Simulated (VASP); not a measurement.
Wanted: the native input for a VASP 6.6.1 run.

- Task: single point
- Functional: LDA
- Potentials or basis: VASP PAW LDA potentials, release 64 (Si, Se)
- Cutoff: 520 eV
- k mesh: 10 × 10 × 10
- Occupations: gaussian, width 0.1 eV
- Spin: no spin polarisation
- Dipole correction: no
- Further INCAR settings: ALGO = Normal; EDIFF = 1e-06; NBANDS = 22

The structure of SiSe4 lies in POSCAR:

```
SiSe4
1.0
   -3.0647287046      3.0647287046      3.0647287046
    3.0647287046     -3.0647287046      3.0647287046
    3.0647287046      3.0647287046     -3.0647287046
Si Se
1 4
Direct
    0.0000000000      0.0000000000      0.0000000000
    0.0000000000      0.0000000000      0.5000000000
    0.0000000000      0.5000000000      0.0000000000
    0.5000000000      0.0000000000      0.0000000000
    0.5000000000      0.5000000000      0.5000000000
```

The input as run:

INCAR

```
ALGO     = Normal         # electronic algorithm
EDIFF    = 1E-6           # SCF threshold, eV
ENCUT    = 520            # plane-wave cutoff, eV
GGA      = CA             # functional
ISIF     = 2              # what is computed and relaxed
ISMEAR   = 0              # smearing method
LASPH    = True           # aspherical terms in the spheres
LCHARG   = True           # write CHGCAR
LELF     = True           # ELF
LREAL    = False          # projectors in reciprocal space
LVHAR    = True         
LWAVE    = False          # write WAVECAR
NBANDS   = 22             # bands
NELM     = 60             # most SCF steps
PREC     = Accurate       # precision mode
SIGMA    = 0.1            # smearing width, eV
```

KPOINTS

```
k-points
0
Gamma
  10 10 10
```

Potentials or basis: VASP PAW LDA potentials, release 64 (Si, Se).

Run with:

```console
$ cat potpaw_LDA.64/Si/POTCAR potpaw_LDA.64/Se/POTCAR > POTCAR
$ mpirun -np 1 vasp_std > vasp.out
```

Results of the run:

```yaml
Pressure: -4.1 GPa
Band_gap_on_the_k_mesh: zero (bands 14 and 15 overlap by 2.31 eV)
```

Caveat: the cell stands under tension.

Run time: 48 s on 1 thread of AMD EPYC 9R45 96-Core Processor (Zen 5) (shared host), peak memory 0.21 GiB.
